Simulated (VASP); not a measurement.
Runs of VASP 6.6.1 on Pt. The structure is that of space group Fm-3m (No. 225), or close to it. The cells are those of the table. 

```csv
task,cell,k mesh,cutoff (eV),gap on the mesh (eV),pressure (GPa),relaxed volume (Å³/atom)
single point,"a = 2.806 Å, angles 60.0°, 1 atom",8 × 8 × 8,500,none,-0.7,-
single point,"a = 2.807 Å, angles 60.0°, 1 atom",18 × 18 × 18,520,none,-0.5,-
single point,"a = 2.768 Å, angles 60.0°, 1 atom",8 × 8 × 8,500,none,(a),-
relaxation of cell and atoms,"relaxed from a = 2.806 Å, angles 60.0°, 1 atom",18 × 18 × 18,600,none,0.0,(b)
relaxation of cell and atoms,"relaxed from a = 2.768 Å, angles 60.0°, 1 atom",8 × 8 × 8,500,none,-0.4,15.60
```

Alike in all rows: level PBE; potentials or basis VASP PAW PBE potentials, release 64 (Pt); no spin polarisation; smearing gaussian 0.1 eV.

Question: Fill in the values left out.

Answer: (a) 10.7; (b) 15.62.

Caveats: spin-orbit coupling is left out, which moves the levels of the heavy elements.

A k mesh can miss the band edges, and the runs leave out spin-orbit coupling on Pt.

A gap of «none» marks levels without a gap at the run's occupations.
